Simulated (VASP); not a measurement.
A run of VASP 6.6.1 is set up as follows.

INCAR

```
  PREC = Accurate
  ENCUT = 520
  EDIFF = 1E-6
  ISMEAR = -1
  SIGMA = 0.02
  LREAL = Auto
  LASPH = T
  NELM = 150
  ALGO = Normal
  ISIF = 2
  LWAVE = F
  LCHARG = F
  ISPIN = 2
  MAGMOM = 0 0 0 0 0 0 0 0 0 0 0 0 0 0 0 0 0 0 0 0 0 0 0 0 1
  LORBIT = 11
  NBANDS = 86
```

KPOINTS

```
regular mesh
0
Gamma
  1 1 1
```

File POSCAR:

```
Si8HO16
1.0
   -4.9860000000     -4.9860000000      0.0000000000
    4.9860000000     -4.9860000000      0.0000000000
    0.0000000000      0.0000000000      6.9770000000
Si O H
8 16 1
Direct
    0.2023066138      0.4996990025      0.0003795800
    0.0009188173      0.2014954235      0.2505998414
    0.7993892184      0.4998645686      0.5004207984
    0.0009752776      0.7981251168      0.7502627437
    0.7034437939     -0.0002154924      0.0004158765
    0.5011565232      0.7012063285      0.2500457143
    0.3001966410     -0.0001701203      0.5004526194
    0.5012392441      0.2983914100      0.7507380413
    0.3300627856      0.5690492060      0.1777521054
    0.9317519634      0.3289147433      0.4281638033
    0.6719383366      0.4308558169      0.6781327234
    0.0696578312      0.6701620415      0.9277394122
    0.9317694583      0.6707889105      0.5726542043
    0.6719029076      0.5688207289      0.3227138515
    0.0697383685      0.3292111164      0.0730236755
    0.3300840703      0.4304545349      0.8230167201
    0.8303109612      0.0688209836      0.1783645039
    0.4321996159      0.8289919177      0.4275386747
    0.1720844804      0.9301918596      0.6772345108
    0.5711180020      0.1709427236      0.9282403942
    0.4322877950      0.1706691553      0.5731898956
    0.1720268088      0.0694915833      0.3237362557
    0.5711581415      0.8285782893      0.0725486515
    0.8303659014      0.9307542935      0.8225272879
    0.2484738432     -0.0026216416      0.0011153149
```

Potentials or basis: VASP PAW LDA potentials, release 64 (Si, O, H).

Command:

```console
$ cat potpaw_LDA.64/Si/POTCAR potpaw_LDA.64/O/POTCAR potpaw_LDA.64/H/POTCAR > POTCAR
$ mpirun -np 1 vasp_gam > vasp.out
```

Q: Estimate the pressure.

A: 1.0 GPa.

Q: What does it give for the largest force?

A: 0.065 eV/Å.

Q: Predict the net moment.

A: 1.00 μB per cell.

Stress tensor (GPa, compression positive):
```
0.92 0.01 0.01
0.01 0.91 0.00
0.01 0.00 1.09
```

Caveat: the k points lie up to 0.90 Å⁻¹ apart.
